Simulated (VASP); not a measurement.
Wanted: the native input for a VASP 6.6.1 run.

```yaml
Task: single point
Functional: PBE
Potentials_or_basis: VASP PAW PBE potentials, release 64 (Zn)
Cutoff: 520 eV
k_mesh: 9 × 9 × 12
Occupations: fermi-dirac, width 0.1 eV
Spin: no spin polarisation
Dipole_correction: no
Further_INCAR_settings: ALGO = Normal; EDIFF = 1e-07; NBANDS = 25
```

The structure of Zn lies in POSCAR:

```
Zn
1.0
    3.9329168096      0.0000000000      0.0000000000
   -1.9664584048      3.4060058681      0.0000000000
    0.0000000000      0.0000000000      2.3796900666
Zn
3
Direct
    0.0000000000      0.0000000000      0.0000000000
    0.3333333333      0.6666666667      0.5000000000
    0.6666666667      0.3333333333      0.5000000000
```

This cell differs from its parent crystal: volume scaled by 0.68.

The input as run:

INCAR

```
SYSTEM = Zn
ALGO = Normal
EDIFF = 1E-7
ENCUT = 520
GGA = PE
ISIF = 2
ISMEAR = -1
LASPH = .TRUE.
LCHARG = .FALSE.
LREAL = .FALSE.
LWAVE = .FALSE.
NBANDS = 25
NELM = 60
PREC = Accurate
SIGMA = 0.1
```

KPOINTS

```
k-points
0
G
  9 9 12
  0 0 0
```

Potentials or basis: VASP PAW PBE potentials, release 64 (Zn).

Launch:

```sh
$ cat potpaw_PBE.64/Zn/POTCAR > POTCAR
$ mpirun -np 1 vasp_std > vasp.out
```

Results of the run:

The pressure is 67.6 GPa and the band gap on the k mesh is zero (band 18 reaches 11.43 eV, above the bottom of band 19 at 5.60 eV).

Run time: 2.6 min on 1 thread of AMD EPYC 7R13 (shared host), peak memory 0.15 GiB.
